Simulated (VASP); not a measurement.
# V (P6_3/mmc) in VASP: further runs, part 3 of 3

VASP 6.6.1. The steps go on from the part before.

## 5. Single point, PBE, collinear spin, ferromagnetic start

This run uses another cell than the first one, of 13.85 Å³/atom, 0.891 times its volume.

File INCAR:

```
SYSTEM = V
PREC = Accurate
ENCUT = 520
EDIFF = 1E-6
ISMEAR = -1
SIGMA = 0.05
LREAL = .FALSE.
LASPH = .TRUE.
NELM = 150
ALGO = Normal
ISIF = 2
LWAVE = .FALSE.
LCHARG = .FALSE.
ISPIN = 2
MAGMOM = 1 1 1 1
LORBIT = 11
LMAXMIX = 4
GGA = PE
NBANDS = 38
```

File KPOINTS:

```
regular mesh
0
G
  13 13 4
  0 0 0
```

File POSCAR:

```
V
1.0
    2.6295519404      0.0000000000      0.0000000000
   -1.3147759702      2.2772587810      0.0000000000
    0.0000000000      0.0000000000      9.2496959494
V
4
Direct
    0.0000000000      0.0000000000      0.0000000000
    0.0000000000      0.0000000000      0.5000000000
    0.3333333333      0.6666666667      0.2500000000
    0.6666666667      0.3333333333      0.7500000000
```

Potentials or basis: VASP PAW PBE potentials, release 64 (V_sv).

The run is started by

```
cat potpaw_PBE.64/V_sv/POTCAR > POTCAR
mpirun -np 1 vasp_std > vasp.out
```

OUTCAR:

```text
SYSTEM = V
   PREC = Accurate
   ENCUT = 520
   EDIFF = 1E-6
   ISMEAR = -1
   LREAL = .FALSE.
   LASPH = .TRUE.
   NELM = 150
   ISIF = 2
   ISPIN = 2
   LORBIT = 11
   GGA = PE

 ion  position               nearest neighbor table
   1  0.000  0.000  0.000-   3 2.77   4 2.77   4 2.77   3 2.77   4 2.77   3 2.77
   2  0.000  0.000  0.500-   3 2.77   4 2.77   4 2.77   3 2.77   4 2.77   3 2.77
   3  0.333  0.667  0.250-   1 2.77   2 2.77   1 2.77   2 2.77   1 2.77   2 2.77
   4  0.667  0.333  0.750-   1 2.77   2 2.77   1 2.77   2 2.77   1 2.77   2 2.77

  LATTYP: Found a hexagonal cell.
 ALAT       =     2.6295519404
 C/A-ratio  =     3.5175939320

  Lattice vectors:

 A1 = (   2.6295519404,   0.0000000000,   0.0000000000)
 A2 = (  -1.3147759702,   2.2772587810,   0.0000000000)
 A3 = (   0.0000000000,   0.0000000000,   9.2496959494)

Analysis of symmetry for initial positions (statically):
=====================================================================
 Subroutine PRICEL returns:
 Original cell was already a primitive cell.

 Routine SETGRP: Setting up the symmetry group for a
 hexagonal supercell.

 Subroutine GETGRP returns: Found 24 space group operations
 (whereof 12 operations were pure point group operations)
 out of a pool of 24 trial point group operations.

The static configuration has the point symmetry D_3d.
 The point group associated with its full space group is D_6h.

Analysis of symmetry for dynamics (positions and initial velocities):
=====================================================================
 Subroutine PRICEL returns:
 Original cell was already a primitive cell.

 Routine SETGRP: Setting up the symmetry group for a
 hexagonal supercell.

 Subroutine GETGRP returns: Found 24 space group operations
 (whereof 12 operations were pure point group operations)
 out of a pool of 24 trial point group operations.

The dynamic configuration has the point symmetry D_3d.
 The point group associated with its full space group is D_6h.

Analysis of structural, dynamic, and magnetic symmetry:
=====================================================================
 Subroutine PRICEL returns:
 Original cell was already a primitive cell.

 Routine SETGRP: Setting up the symmetry group for a
 hexagonal supercell.

 Subroutine GETGRP returns: Found 24 space group operations
 (whereof 12 operations were pure point group operations)
 out of a pool of 24 trial point group operations.

The overall configuration has the point symmetry D_3d.
 The point group associated with its full space group is D_6h.

 Subroutine INISYM returns: Found 24 space group operations
 (whereof 12 operations are pure point group operations),
 and found     1 'primitive' translations

----------------------------------------------------------------------------------------

                                     Primitive cell

  volume of cell :      55.3888

  direct lattice vectors                    reciprocal lattice vectors
     2.629551940  0.000000000  0.000000000     0.380292925  0.219562223  0.000000000
    -1.314775970  2.277258781  0.000000000     0.000000000  0.439124446  0.000000000
     0.000000000  0.000000000  9.249695949     0.000000000  0.000000000  0.108111662

  length of vectors
[... 85 lines left out ...]
   NELM   =    150;   NELMIN=  2; NELMDL= -5     # of ELM steps
   EDIFF  = 0.1E-05   stopping-criterion for ELM
   LREAL  =      F    real-space projection
   EDIFFG = 0.1E-04   stopping-criterion for IOM
   NSW    =      0    number of steps for IOM
   IBRION =     -1    ionic relax: 0-MD 1-quasi-New 2-CG
   NFREE  =      0    steps in history (QN), initial steepest desc. (CG)
   ISIF   =      2    stress and relaxation
   ISYM   =      2    0-nonsym 1-usesym 2-fastsym
   POTIM  = 0.5000    time-step for ionic-motion
   TEBEG  =    0.0;   TEEND  =   0.0 temperature during run
   PSTRESS=    0.0 pullay stress
   NELECT =      52.0000    total number of electrons
   NUPDOWN=      -1.0000    fix difference up-down
   EMIN   =  10.00;   EMAX   =-10.00  energy-range for DOS
   EFERMI =   0.00;   METHOD = LEGACY
   ISMEAR =    -1;   SIGMA  =   0.05  broadening in eV -4-tet -1-fermi 0-gaus
   EFERMI_NEDOS =   21; number of points for ismear=-14 and -15
   IALGO  =     38    algorithm
   IMIX   =      4    mixing-type and parameters
     AMIX     =   0.40;   BMIX     =  1.00
     AMIX_MAG =   1.60;   BMIX_MAG =  1.00
  volume/ion in A,a.u.               =      13.85        93.45
  Fermi-wavevector in a.u.,A,eV,Ry     =   1.603007  3.029244 34.961957  2.569631
  Thomas-Fermi vector in A             =   2.699738
   LORBIT       =     11    0 simple, 1 ext, 2 COOP (PROOUT), +10 PAW based schemes
   GGA     = PE    functional components
   LHFCALC =     F    Hartree Fock is set to
   AEXX    =    0.0000 exact exchange contribution
   IVDW    =     0    specifies the selected vdW correction
   LEPSILON=     F    determine dielectric tensor
   LRPA    =     F    only Hartree local field effects (RPA)
 spin polarized calculation
  energy-cutoff  :      520.00
  volume of cell :       55.39
 maximum number of plane-waves:      1520
 NGX is ok and might be reduce to    20
   NGX =  9   NGY =  9   NGZ = 35

 number of electron      52.0000014 magnetization       0.0003637

 Free energy of the ion-electron system (eV)
  ---------------------------------------------------
  ext. energy  EPLUGINS =         0.00000000
  ---------------------------------------------------
  free energy    TOTEN  =       -35.05109837 eV

  energy without entropy =      -34.99771158  energy(sigma->0) =      -35.02440498

 E-fermi :   9.7033     XC(G=0): -12.7473

 val. band max:        9.6860171895   @ k =   0.1538  -0.0000   0.2500
 cond. band min:       9.7133351324   @ k =   0.2308   0.0000   0.2500
 fundamental gap:      0.0273179429
 Fermi energy:         9.7033386892

 spin component 1

 k-point     1 :       0.0000    0.0000    0.0000
  band No.  band energies     occupation
      1     -54.3544      1.00000
      2     -54.3159      1.00000
      3     -54.2581      1.00000
      4     -54.2188      1.00000
      5     -28.4622      1.00000
      6     -28.1363      1.00000
[... 973 lines left out ...]
     37      12.2676      0.00000
     38      12.6388      0.00000

 [... further k-points ...]

 spin component 2

 k-point     1 :       0.0000    0.0000    0.0000
  band No.  band energies     occupation
      1     -54.3542      1.00000
      2     -54.3155      1.00000
      3     -54.2583      1.00000
      4     -54.2189      1.00000
      5     -28.4622      1.00000
      6     -28.1360      1.00000
[... 973 lines left out ...]
     37      12.2677      0.00000
     38      12.6388      0.00000

 [... further k-points ...]

------------------------ aborting loop because EDIFF is reached ----------------------------------------

  FORCE on cell =-STRESS in cart. coord.  units (eV):
  Direction    XX          YY          ZZ          XY          YZ          ZX
  --------------------------------------------------------------------------------------
  -------------------------------------------------------------------------------------
  Total        0.0686077      0.0686077      0.0752615      0.0000000      0.0000000      0.0000000
  in kB        1.9845497      1.9845497      2.1770176      0.0000000      0.0000000      0.0000000
  external PRESSURE =       2.0487057 kB  Pullay stress =       0.0000000 kB

 VOLUME and BASIS-vectors are now :
 -----------------------------------------------------------------------------
  energy-cutoff  :      520.00
  volume of cell :       55.39
      direct lattice vectors                 reciprocal lattice vectors
     2.629551940  0.000000000  0.000000000     0.380292925  0.219562223  0.000000000
    -1.314775970  2.277258781  0.000000000     0.000000000  0.439124446  0.000000000
     0.000000000  0.000000000  9.249695949     0.000000000  0.000000000  0.108111662

 POSITION                                       TOTAL-FORCE (eV/Angst)
 -----------------------------------------------------------------------------------
      0.00000      0.00000      0.00000         0.000000     -0.000000     -0.000000
      0.00000      0.00000      4.62485         0.000000     -0.000000     -0.000000
     -0.00000      1.51817      2.31242         0.000000      0.000000      0.000000
      1.31478      0.75909      6.93727        -0.000000     -0.000000      0.000000
 -----------------------------------------------------------------------------------
    total drift:                                0.000000     -0.000000      0.000000

  FREE ENERGIE OF THE ION-ELECTRON SYSTEM (eV)
  ---------------------------------------------------
  free  energy   TOTEN  =       -35.0510983746 eV

  energy  without entropy=      -34.9977115758  energy(sigma->0) =      -35.02440498

 total charge

# of ion       s       p       d       tot
------------------------------------------
    1        2.344   6.224   3.042  11.609
    2        2.344   6.224   3.042  11.609
    3        2.340   6.212   3.066  11.617
    4        2.340   6.212   3.066  11.617
--------------------------------------------------
tot          9.367  24.870  12.216  46.453

 magnetization (x)

# of ion       s       p       d       tot
------------------------------------------
    1        0.000   0.000   0.000   0.000
    2        0.000   0.000   0.000   0.000
    3       -0.000  -0.000  -0.000  -0.000
    4       -0.000  -0.000  -0.000  -0.000
--------------------------------------------------
tot          0.000   0.000   0.000   0.000
```

Run time: 4.5 min. Hardware: 1 thread of Intel Xeon Platinum 8488C (Sapphire Rapids), shared host; peak memory 0.29 GiB.

What came out:

| Item | Value |
| --- | --- |
| Free energy | -35.0511 eV |
| Pressure | 0.2 GPa |
| Band gap on the k mesh | zero (filled and empty bands overlap) |
| Net moment | 0.00 μB per cell |
| Valence electrons inside the program's atomic spheres | V 11.61, 11.62 |

## 6. Single point, PBE, collinear spin, ferromagnetic start (volume scaled by 0.88)

File INCAR:

```
  PREC = Accurate
  ENCUT = 520
  EDIFF = 1E-7
  ISMEAR = -1
  SIGMA = 0.05
  LREAL = False
  LASPH = True
  NELM = 150
  ALGO = Normal
  ISIF = 2
  LWAVE = False
  LCHARG = False
  ISPIN = 2
  MAGMOM = 1 1 1 1
  LORBIT = 11
  LMAXMIX = 4
  GGA = PE
  NBANDS = 38
```

File KPOINTS:

```
regular mesh
0
Gamma
  15 15 4
```

File POSCAR:

```
V
1.0
    2.5198574765      0.0000000000      0.0000000000
   -1.2599287383      2.1822605886      0.0000000000
    0.0000000000      0.0000000000      8.8638353688
V
4
Direct
    0.0000000000      0.0000000000      0.0000000000
    0.0000000000      0.0000000000      0.5000000000
    0.3333333333      0.6666666667      0.2500000000
    0.6666666667      0.3333333333      0.7500000000
```

Potentials or basis: VASP PAW PBE potentials, release 64 (V_sv).

The run is started by

```
cat potpaw_PBE.64/V_sv/POTCAR > POTCAR
mpirun -np 1 vasp_std > vasp.out
```

Wall time 6.4 min (1 thread of Intel Xeon Platinum 8488C (Sapphire Rapids), shared host); peak memory 0.31 GiB.

Results (log left out):

* Free energy: -34.5000 eV
* Pressure: 28.9 GPa
* Band gap on the k mesh: zero (filled and empty bands overlap)
* Net moment: 0.00 μB per cell
* Valence electrons inside the program's atomic spheres: V 11.85, 11.86

Stress tensor (GPa, compression positive):
```
28.62  0.00  0.00
 0.00 28.62  0.00
 0.00  0.00 29.50
```

Levels at points of the mesh, in eV from the Fermi level:
Spin up:
```csv
k point,band 24,band 25,band 26,band 27,band 28,band 29
"(0.00, 0.00, 0.00)",0.20,0.20,0.27,0.27,0.35,0.52
"(0.00, 0.00, 0.50)",-0.50,0.27,0.27,0.27,0.27,0.51
```
Spin down:
| k point | band 23 | band 24 | band 25 | band 26 | band 27 | band 28 | band 29 | band 30 |
| --- | --- | --- | --- | --- | --- | --- | --- | --- |
| (0.00, 0.00, 0.00) | -0.49 | 0.20 | 0.20 | 0.27 | 0.27 | 0.35 | 0.52 | 0.52 |
| (0.00, 0.00, 0.50) | -0.50 | -0.50 | 0.27 | 0.27 | 0.27 | 0.27 | 0.51 | 0.51 |

Caveat: the cell differs from its parent crystal (volume scaled by 0.88).

## 7. Overview

| task | spin | cell | k mesh | cutoff (eV) | smearing | gap on the mesh (eV) | pressure (GPa) | moment (μB) |
| --- | --- | --- | --- | --- | --- | --- | --- | --- |
| single point | off | a = 2.731, b = 2.731, c = 9.621 Å, angles 90.0, 90.0, 120.0°, 4 atoms | 15 × 15 × 4 | 520 | fermi-dirac 0.1 eV | none | -15.5 | - |
| single point | off | a = 2.630, b = 2.630, c = 9.264 Å, angles 90.0, 90.0, 120.0°, 4 atoms | 18 × 18 × 5 | 520 | fermi-dirac 0.1 eV | none | 0.3 | - |
| relaxation of cell and atoms | off | relaxed from a = 2.694, b = 2.694, c = 8.799 Å, angles 90.0, 90.0, 120.0°, 4 atoms | 13 × 13 × 4 | 600 | fermi-dirac 0.1 eV | none | 0.0 | - |
| single point | collinear, ferromagnetic start | a = 2.630, b = 2.630, c = 9.250 Å, angles 90.0, 90.0, 120.0°, 4 atoms | 13 × 13 × 4 | 520 | fermi-dirac 0.05 eV | none | 0.2 | 0.00 |
| single point | collinear, ferromagnetic start | a = 2.520, b = 2.520, c = 8.864 Å, angles 90.0, 90.0, 120.0°, 4 atoms | 15 × 15 × 4 | 520 | fermi-dirac 0.05 eV | none | 28.9 | 0.00 |

Alike in all rows: level PBE; potentials or basis VASP PAW PBE potentials, release 64 (V_sv).

Absolute energies hang on the potentials; compare differences alone.
